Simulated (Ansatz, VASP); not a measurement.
Two plane-wave programs on HfO2

The input INCAR:

```
  PREC = Accurate
  ENCUT = 520
  EDIFF = 1E-7
  ISMEAR = 0
  SIGMA = 0.05
  LREAL = False
  LASPH = True
  NELM = 100
  ALGO = Normal
  ISIF = 2
  LWAVE = False
  LCHARG = True
  GGA = PS
  LELF = True
  LVHAR = True
  NBANDS = 31
```

File KPOINTS:

```
Automatic mesh
0
Gamma
  6 6 8
```

Contents of POSCAR:

```
HfO2
1.0
    4.8307835077      0.0000000000      0.0000000000
    0.0000000000      4.8307835077      0.0000000000
    0.0000000000      0.0000000000      3.2101828971
Hf O
2 4
Direct
    0.0000000000      0.0000000000     -0.0155131348
    0.5000000000      0.5000000000      0.5155131348
    0.1195996480      0.7296339218      0.4941423911
    0.3804003520      0.2296339218      0.0058576089
    0.6195996480      0.7703660782      0.0058576089
    0.8804003520      0.2703660782      0.4941423911
```

Input for Ansatz:

```yaml
crystal:
  lattice:
    - [4.8307835077, 0.0, 0.0]
    - [0.0, 4.8307835077, 0.0]
    - [0.0, 0.0, 3.2101828971]
  atoms:
    - { symbol: Hf, position: [0.0, 0.0, -0.0155131348] }
    - { symbol: Hf, position: [0.5, 0.5, 0.5155131348] }
    - { symbol: O, position: [0.119599648, 0.7296339218, 0.4941423911] }
    - { symbol: O, position: [0.380400352, 0.2296339218, 0.0058576089] }
    - { symbol: O, position: [0.619599648, 0.7703660782, 0.0058576089] }
    - { symbol: O, position: [0.880400352, 0.2703660782, 0.4941423911] }
basis:
  ecutwfc: 520.0
kpoints:
  mp_grid: { grid: [6, 6, 8] }
hamiltonian:
  xc: pbesol
  pseudopotentials: { kind: paw, azcp: { folder: soft_1 } }
scf:
  occupations: { method: gaussian, width: 0.05 }
output:
  forces: true
  stress: true
  eigenvalues: true
```

Change from the starting cell: mode 4 frozen in at -0.050 Å and mode 5 at -0.515 Å (largest displacements).

Alike in both runs: task single point; functional PBEsol; k mesh 6 × 6 × 8; occupations gaussian, width 0.05 eV; no spin polarisation.

```csv
,VASP,Ansatz
version,VASP 6.6.1,Ansatz 0.2.0
potentials or method,"VASP PAW PBE potentials, release 64 (Hf_pv, O), cutoff 520 eV","scalar-relativistic, plane waves, PAW"
valence electrons in the cell,44,76
```

```csv
,VASP,Ansatz,Ansatz less VASP
gap on the k mesh at the Fermi level (eV),3.25,3.27,+0.016
least direct gap on the mesh (eV),3.25,3.27,+0.016
pressure (GPa),-15.9,-13.3,+2.58
"traceless stress, the component that is largest in VASP (GPa)",-1.96,-1.94,+0.015
rms of the force components (eV/Å),0.926,0.880,-0.0457
```

VASP's potentials were made for PBE, not for PBEsol, and Ansatz warns of the same on its side. Atom by atom the forces differ by 0.046 eV/Å (rms over components). With one functional, cell and mesh, what is left measures potentials, basis and numerics. VASP's potentials hold 44 valence electrons a cell and Ansatz's 76, so a difference there can come from the potentials and not from the codes.

Spin-orbit coupling is off throughout.
